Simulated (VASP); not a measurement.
Here is a VASP 6.6.1 calculation.

INCAR

```
SYSTEM = MgO
  ALGO = Normal
  EDIFF = 1E-6
  ENCUT = 520
  GGA = PE
  ISIF = 2
  ISMEAR = 0
  LASPH = .TRUE.
  LCHARG = .FALSE.
  LREAL = .FALSE.
  LWAVE = .FALSE.
  NBANDS = 11
  NELM = 80
  PREC = Accurate
  SIGMA = 0.01
```

The input KPOINTS:

```
k-points
0
G
  6 6 6
  0 0 0
```

File POSCAR:

```
MgO
1.0
   -0.0525541854      2.1021674167      2.1021674167
    2.1021674167     -0.0525541854      2.1021674167
    2.0496132312      2.0496132312      0.0000000000
Mg O
1 1
Direct
    0.0000000000      0.0000000000      0.0000000000
    0.5000000000      0.5000000000      0.5000000000
```

Potentials or basis: VASP PAW PBE potentials, release 64 (Mg, O).

Command:

```console
$ cat potpaw_PBE.64/Mg/POTCAR potpaw_PBE.64/O/POTCAR > POTCAR
$ mpirun -np 1 vasp_std > vasp.out
```

Estimate the pressure.

5.0 GPa.

Estimate the band gap on the k mesh.

4.56 eV, direct.

Stress tensor (GPa, compression positive):
```
5.19 7.44 0.00
7.44 5.19 0.00
0.00 0.00 4.64
```

Caveat: the k points lie up to 0.44 Å⁻¹ apart; the cell differs from its parent crystal (shear xy strain -5.0%).
